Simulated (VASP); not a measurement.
Here is a VASP 6.6.1 calculation.

File INCAR:

```
SYSTEM = SnSe
PREC = Accurate ; ENCUT = 520
EDIFF = 1E-8 ; ISMEAR = -1
SIGMA = 0.01 ; LREAL = .FALSE.
LASPH = .TRUE. ; NELM = 60
ALGO = Normal ; ISIF = 2
LWAVE = .FALSE. ; LCHARG = .FALSE.
GGA = PS ; LEFG = .TRUE.
NBANDS = 17
```

The input KPOINTS:

```
Automatic mesh
0
G
  7 7 7
  0 0 0
```

Contents of POSCAR:

```
SnSe
1.0
    0.0000000000      2.9999330352      2.9999330352
    2.9999330352      0.0000000000      2.9999330352
    2.9999330352      2.9999330352      0.0000000000
Sn Se
1 1
Direct
    0.0000000000      0.0000000000      0.0000000000
    0.5000000000      0.5000000000      0.5000000000
```

Potentials or basis: VASP PAW PBE potentials, release 64 (Sn_d, Se).

Launch:

```bash
$ cat potpaw_PBE.64/Sn_d/POTCAR potpaw_PBE.64/Se/POTCAR > POTCAR
$ mpirun -np 1 vasp_std > vasp.out
```

(1) Predict the pressure.

Results:

(1) -1.4 GPa.

Caveat: without QUAD_EFG the Cq values of the log hold for a quadrupole moment of 1 mb, not for the nuclei; the PAW data sets were made with another functional, which shifts forces and pressure a little.
